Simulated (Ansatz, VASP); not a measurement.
# Ge: VASP beside Ansatz

INCAR

```
SYSTEM = Ge
PREC     = Accurate       ! precision mode
ENCUT    = 520            ! plane-wave cutoff, eV
EDIFF    = 1E-6           ! SCF threshold, eV
ISMEAR   = 0              ! smearing method
SIGMA    = 0.15           ! smearing width, eV
LREAL    = .False.        ! projectors in reciprocal space
LASPH    = .True.         ! aspherical terms in the spheres
NELM     = 80             ! most SCF steps
ALGO     = Normal         ! electronic algorithm
ISIF     = 2              ! what is computed and relaxed
LWAVE    = .False.        ! write WAVECAR
LCHARG   = .False.        ! write CHGCAR
GGA      = PS             ! functional
NBANDS   = 13             ! bands
```

File KPOINTS:

```
Automatic mesh
0
Gamma
  22 22 20
  0 0 0
```

The input POSCAR:

```
Ge
1.0
    1.4365258600     -2.6738082218      0.0000000000
    1.4365258600      2.6738082218      0.0000000000
    0.0000000000      0.0000000000      2.5523350187
Ge
1
Direct
    0.5000000000      0.5000000000      0.0000000000
```

Input for Ansatz:

```yaml
crystal:
  lattice:
    - [1.43652586, -2.6738082218, 0.0]
    - [1.43652586, 2.6738082218, 0.0]
    - [0.0, 0.0, 2.5523350187]
  atoms:
    - { symbol: Ge, position: [0.5, 0.5, 0.0] }
basis:
  ecutwfc: 420
kpoints:
  mp_grid: { grid: [22, 22, 20] }
hamiltonian:
  xc: pbesol
scf:
  occupations: { method: gaussian, width: 0.15 }
output:
  forces: true
  stress: true
  eigenvalues: true
```

Alike in both runs: task single point; functional PBEsol; k mesh 22 × 22 × 20; occupations gaussian, width 0.15 eV; no spin polarisation.

```csv
,VASP,Ansatz
version,VASP 6.6.1,Ansatz 0.2.0
potentials or method,"VASP PAW PBE potentials, release 64 (Ge_d), cutoff 520 eV","scalar-relativistic, plane waves, PAW"
valence electrons in the cell,14,14
```

|  | VASP | Ansatz | Ansatz less VASP |
| --- | --- | --- | --- |
| gap on the k mesh at the Fermi level (eV) | none | none | - |
| pressure (GPa) | -3.3 | -3.1 | +0.17 |
| traceless stress, the component that is largest in VASP (GPa) | 9.41 | 9.46 | +0.055 |

VASP's potentials were made for PBE, not for PBEsol. A gap of «none» marks a metal or a gap that the smearing closes.
